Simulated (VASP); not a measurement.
A run of VASP 6.6.1 is set up as follows.

The input POSCAR:

```
CdTe
1.0
    0.0000000000      3.3124320324      3.3124320324
    3.3124320324      0.0000000000      3.3124320324
    3.3124320324      3.3124320324      0.0000000000
Cd Te
1 1
Direct
    0.0000000000      0.0000000000      0.0000000000
    0.2500000000      0.2500000000      0.2500000000
```

The input INCAR.step1:

```
SYSTEM = CdTe
PREC = Accurate
ENCUT = 520
ISMEAR = 0
SIGMA = 0.01
LREAL = .FALSE.
LASPH = .TRUE.
NELM = 80
NBANDS = 16
GGA = PE
ALGO = Normal
EDIFF = 1E-4
LWAVE = .TRUE.
LCHARG = .FALSE.
```

The input INCAR.step2:

```
SYSTEM = CdTe
PREC = Accurate
ENCUT = 520
EDIFF = 1E-6
ISMEAR = 0
SIGMA = 0.01
LREAL = .FALSE.
LASPH = .TRUE.
NELM = 80
ALGO = Normal
ISIF = 2
LWAVE = .FALSE.
LCHARG = .FALSE.
METAGGA = R2SCAN
LMIXTAU = .TRUE.
NBANDS = 16
ISTART = 1
```

Contents of KPOINTS:

```
Automatic mesh
0
G
  6 6 6
  0 0 0
```

Potentials or basis: VASP PAW PBE potentials, release 64 (Cd, Te).

The run is started by

```console
$ cat potpaw_PBE.64/Cd/POTCAR potpaw_PBE.64/Te/POTCAR > POTCAR
$ cp INCAR.step1 INCAR
$ mpirun -np 1 vasp_std > vasp.out
$ cp INCAR.step2 INCAR
$ mpirun -np 1 vasp_std > vasp.out
```

Question: What does it give for the pressure?

Answer: -1.0 GPa.

Question: Predict the band gap on the k mesh.

Answer: 1.06 eV, direct.

Caveat: the PAW data sets were made with another functional, which shifts forces and pressure a little; spin-orbit coupling is left out, which moves the levels of the heavy elements.
